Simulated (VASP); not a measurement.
Write the native input for VASP 6.6.1 that does the following.

* Task: single point
* Functional: PBEsol
* Potentials or basis: VASP PAW PBE potentials, release 64 (Mo_sv, S)
* Cutoff: 520 eV
* k mesh: 12 × 12 × 2
* Occupations: methfessel-paxton, width 0.171 eV
* Spin: no spin polarisation
* Dipole correction: no
* Further INCAR settings: ALGO = Normal; EDIFF = 1e-07; NBANDS = 35

The structure of MoS2 lies in POSCAR:

```
MoS2
1.0
    2.9846000000      0.0000000000      0.0000000000
   -1.4923000000      2.5847394201      0.0000000000
    0.0000000000      0.0000000000     12.5702639933
Mo S
2 4
Direct
    0.3333333333      0.6666666667      0.2500000000
    0.6666666667      0.3333333333      0.7500000000
    0.3333333333      0.6666666667      0.6259932117
    0.6666666667      0.3333333333      0.1259932117
    0.3333333333      0.6666666667      0.8740067883
    0.6666666667      0.3333333333      0.3740067883
```

These files were run (other wordings do the same):

INCAR

```
PREC = Accurate
ENCUT = 520
EDIFF = 1E-7
ISMEAR = 1
SIGMA = 0.171
LREAL = F
LASPH = T
NELM = 80
ALGO = Normal
ISIF = 2
LWAVE = F
LCHARG = T
GGA = PS
LELF = T
LVHAR = T
NBANDS = 35
```

KPOINTS

```
Automatic mesh
0
Gamma
  12 12 2
```

Potentials or basis: VASP PAW PBE potentials, release 64 (Mo_sv, S).

Run with:

```console
$ cat potpaw_PBE.64/Mo_sv/POTCAR potpaw_PBE.64/S/POTCAR > POTCAR
$ mpirun -np 1 vasp_std > vasp.out
```

Results of the run:

```json
{
 "Pressure": "19.1 GPa",
 "Largest force": "1.261 eV/Å",
 "Band gap on the k mesh": "1.19 eV, indirect (least direct gap 2.28 eV)"
}
```

Caveat: the PAW data sets were made with another functional, which shifts forces and pressure a little; this functional lacks dispersion, which binds the layers, so the pressure and a relaxed spacing across them are unreliable.

Run time: 2.1 min on 1 thread of Intel(R) Xeon(R) Platinum 8375C CPU @ 2.90GHz (Ice Lake), on a shared host, peak memory 0.27 GiB.
